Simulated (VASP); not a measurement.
# LuNO: single point with PBE

LuNO:

```
Lu N O
1.0
     3.80358    0.00000    0.00000
    -1.90179    3.29400    0.00000
     0.00000    0.00000    4.19308
Lu N O
1 1 1
Direct
  0.00000 0.00000 0.50000
  0.66667 0.33333 0.00000
  0.33333 0.66667 0.50000
```

| Quantity | Value |
| --- | --- |
| Program | VASP 6.6.1 |
| Task | single point |
| Functional | PBE |
| Potentials or basis | VASP PAW PBE potentials, release 64 (Lu, N, O) |
| Cutoff | 520 eV |
| k mesh | 6 × 6 × 4 |
| Occupations | gaussian, width 0.1 eV |
| Spin | no spin polarisation |

```json
{
 "Pressure": "-14.6 GPa",
 "Band gap on the k mesh": "zero (band 18 reaches 0.60 eV, above the bottom of band 19 at -0.33 eV)"
}
```

Stress tensor (GPa, compression positive):
```
-15.43   0.00   0.00
  0.00 -15.43   0.00
  0.00   0.00 -13.04
```

Levels at points of the mesh, in eV from the Fermi level:
```tsv
k point	band 16	band 17	band 18	band 19	band 20	band 21
(0.00, 0.00, 0.00)	-2.13	0.38	0.38	0.49	2.78	4.65
(0.50, 0.00, 0.00)	-2.12	-1.39	-0.19	0.12	4.58	4.89
(0.00, 0.00, 0.50)	-1.70	-1.27	0.14	0.14	5.73	5.73
(0.50, 0.00, 0.50)	-2.00	-0.36	-0.22	-0.12	5.90	5.93
```

Run time: 33 s on 1 thread of Intel(R) Xeon(R) 6975P-C (Granite Rapids), on a shared host, peak memory 0.19 GiB.

Caveat: the k points lie up to 0.37 Å⁻¹ apart; spin-orbit coupling is left out, which moves the levels of the heavy elements.
